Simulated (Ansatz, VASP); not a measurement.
One calculation of CoRu3, two programs

```
Co Ru
1.0
     2.69491    0.00000    0.00000
    -1.34746    2.33386    0.00000
     0.00000    0.00000    8.39512
Co Ru
1 3
Cartesian
  1.3475 0.7780 4.1976
  0.0000 1.5559 6.2602
  0.0000 1.5559 2.1349
  1.3475 0.7780 0.0000
```

Alike in both runs: functional PBE; k mesh 6 × 6 × 2; occupations gaussian, width 0.1 eV; collinear spin.

Ansatz relaxed the structure, and its values are those at the end. VASP's run is a single point on that final structure, the one shown.

```csv
,VASP,Ansatz
version,VASP 6.6.1,Ansatz 0.2.0
potentials or method,"VASP PAW PBE potentials, release 64 (Co, Ru_pv), cutoff 520 eV","scalar-relativistic, plane waves, PAW"
valence electrons in the cell,51,65
```

```tsv
	VASP	Ansatz	Ansatz less VASP
gap on the k mesh at the Fermi level (eV)	none	none	-
pressure (GPa)	0.0	0.1	+0.13
rms of the force components (eV/Å)	0.002	0.004	+0.0019
net moment per atom (μB)	0.41	0.41	+0.003
size of the moment on the site where the two differ most (μB)	1.57	1.61	+0.042
```

Site moments also hang on the region over which each program counts them. A gap of «none» marks a metal or a gap that the smearing closes. With one functional, cell and mesh, what is left measures potentials, basis and numerics. VASP's potentials hold 51 valence electrons a cell and Ansatz's 65, so a difference there can come from the potentials and not from the codes.

The k mesh is coarse, so the values compare programs but aren't converged.
